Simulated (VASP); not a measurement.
Write the native input for VASP 6.6.1 that does the following.

* Task: single point
* Functional: PBE
* Potentials or basis: VASP PAW PBE potentials, release 64 (Lu, Si, F)
* Cutoff: 520 eV
* k mesh: 6 × 6 × 6
* Occupations: gaussian, width 0.1 eV
* Spin: no spin polarisation
* Dipole correction: no
* Further INCAR settings: ALGO = Fast; EDIFF = 1e-06; NBANDS = 46

The structure of Lu2SiF3 lies in POSCAR:

```
Lu2SiF3
1.0
   -2.4547964800      2.4547964800      3.9880814100
    2.4547964800     -2.4547964800      3.9880814100
    2.4547964800      2.4547964800     -3.9880814100
Lu Si F
2 1 3
Direct
    0.8097855700      0.8097855700      0.0000000000
    0.1902144300      0.1902144300      0.0000000000
    0.5000000000      0.5000000000      0.0000000000
    0.7500000000      0.2500000000      0.5000000000
    0.2500000000      0.7500000000      0.5000000000
    0.0000000000      0.0000000000      0.0000000000
```

The cell was generated, and may not be a known phase.

One way to write it, as run:

INCAR

```
  ALGO = Fast
  EDIFF = 1E-6
  ENCUT = 520
  GGA = PE
  ISIF = 2
  ISMEAR = 0
  LASPH = True
  LCHARG = True
  LELF = True
  LREAL = False
  LVHAR = True
  LWAVE = False
  NBANDS = 46
  NELM = 80
  PREC = Accurate
  SIGMA = 0.1
```

KPOINTS

```
k-points
0
Gamma
  6 6 6
```

Potentials or basis: VASP PAW PBE potentials, release 64 (Lu, Si, F).

Launch:

```console
$ cat potpaw_PBE.64/Lu/POTCAR potpaw_PBE.64/Si/POTCAR potpaw_PBE.64/F/POTCAR > POTCAR
$ mpirun -np 1 vasp_std > vasp.out
```

Results of the run:

- Pressure: 75.6 GPa
- Largest force: 38.562 eV/Å
- Band gap on the k mesh: zero (an odd number of electrons rules out a gap without spin polarisation)

Caveat: the stress differs along the axes, from -6 to 239 GPa; spin-orbit coupling is left out, which moves the levels of the heavy elements; an odd number of electrons without spin polarisation forces a metal; a magnetic or distorted state may lie lower.

It took 14 min on 1 thread of Oxide Virtual Turin-like Processor, on a shared host, peak memory 0.29 GiB.
